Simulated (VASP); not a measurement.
Runs of VASP 6.6.1 on GaCo. The structure is that of space group Pm-3m (No. 221), or close to it. The cells are those of the table. 

| cell | gap on the mesh (eV) | pressure (GPa) |
| --- | --- | --- |
| a = 2.998, b = 2.998, c = 3.114 Å, 2 atoms | none | (b) |
| a = 2.998 Å, 2 atoms | none | -22.0 |
| a = 2.883, b = 2.883, c = 2.768 Å, 2 atoms | none | -0.6 |
| a = 2.652 Å, 2 atoms | none | (a) |
| a = 2.768, b = 2.768, c = 2.652 Å, 2 atoms | none | 32.2 |

Alike in all rows: task single point; level PBEsol; potentials or basis VASP PAW PBE potentials, release 64 (Ga_d, Co); no spin polarisation; k mesh 16 × 16 × 16; cutoff (eV) 520; smearing gaussian 0.15 eV.

Estimate the missing entries.

(a) 66.9; (b) -24.6.

Caveats: the PAW data sets were made with another functional, which shifts forces and pressure a little.

A k mesh can miss the band edges, and the runs leave out spin-orbit coupling on Ga.

A gap of «none» marks levels without a gap at the run's occupations.
